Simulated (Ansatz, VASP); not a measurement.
# BaTiO3 in VASP and in Ansatz

INCAR

```
PREC = Accurate ; ENCUT = 520
EDIFF = 1E-6 ; ISMEAR = -1
SIGMA = 0.05 ; LREAL = False
LASPH = True ; NELM = 80
ALGO = Normal ; ISIF = 2
LWAVE = False ; LCHARG = True
GGA = PE ; LELF = True
LVHAR = True ; NBANDS = 28
```

Contents of KPOINTS:

```
Automatic mesh
0
Gamma
  8 8 8
```

File POSCAR:

```
BaTiO3
1.0
    4.0073000000      0.0000000000      0.0000000000
    0.0000000000      4.0073000000      0.0000000000
    0.0000000000      0.0000000000      4.1275190000
Ba Ti O
1 1 3
Direct
    0.5000000000      0.5000000000      0.5000000000
    0.0000000000      0.0000000000      0.0000000000
    0.5000000000      0.0000000000      0.0000000000
    0.0000000000      0.5000000000      0.0000000000
    0.0000000000      0.0000000000      0.5000000000
```

Input for Ansatz:

```yaml
crystal:
  lattice:
    - [4.0073, 0.0, 0.0]
    - [0.0, 4.0073, 0.0]
    - [0.0, 0.0, 4.127519]
  atoms:
    - { symbol: Ba, position: [0.5, 0.5, 0.5] }
    - { symbol: Ti, position: [0.0, 0.0, 0.0] }
    - { symbol: O, position: [0.5, 0.0, 0.0] }
    - { symbol: O, position: [0.0, 0.5, 0.0] }
    - { symbol: O, position: [0.0, 0.0, 0.5] }
kpoints:
  mp_grid: { grid: [8, 8, 8] }
  band_path:
    path:
      - [0.0, 0.0, 0.0]
      - [0.0, 0.5, 0.0]
      - [0.5, 0.5, 0.0]
      - [0.0, 0.0, 0.0]
      - [0.0, 0.0, 0.5]
      - [0.0, 0.5, 0.5]
      - [0.5, 0.5, 0.5]
      - [0.0, 0.0, 0.5]
      - [0.0, 0.5, 0.0]
    npoints: 5
scf:
  occupations: { method: fermi_dirac, width: 0.05 }
hamiltonian:
  xc: pbe
  pseudopotentials: { kind: all_electron, lapw: { basis_error: 0.001 } }
output:
  forces: true
  stress: true
  eigenvalues: true
```

Change from the starting cell: zz strain of +3 %.

Alike in both runs: task single point; functional PBE; k mesh 8 × 8 × 8; occupations fermi-dirac, width 0.05 eV; no spin polarisation.

```csv
,VASP,Ansatz
version,VASP 6.6.1,Ansatz 0.2.0
potentials or method,"VASP PAW PBE potentials, release 64 (Ba_sv, Ti_sv, O), cutoff 520 eV","all-electron LAPW, scalar-relativistic"
```

Ansatz gave:

* pressure (GPa): -3.0
* traceless stress, the component that is largest in VASP (GPa): -3.06

Question: Which values does VASP return?

Answer: Pressure (GPa): -1.4; traceless stress, the component that is largest in VASP (GPa): -3.19.

Ansatz ran all-electron here, and VASP with PAW potentials.

Neither program's run includes spin-orbit coupling.
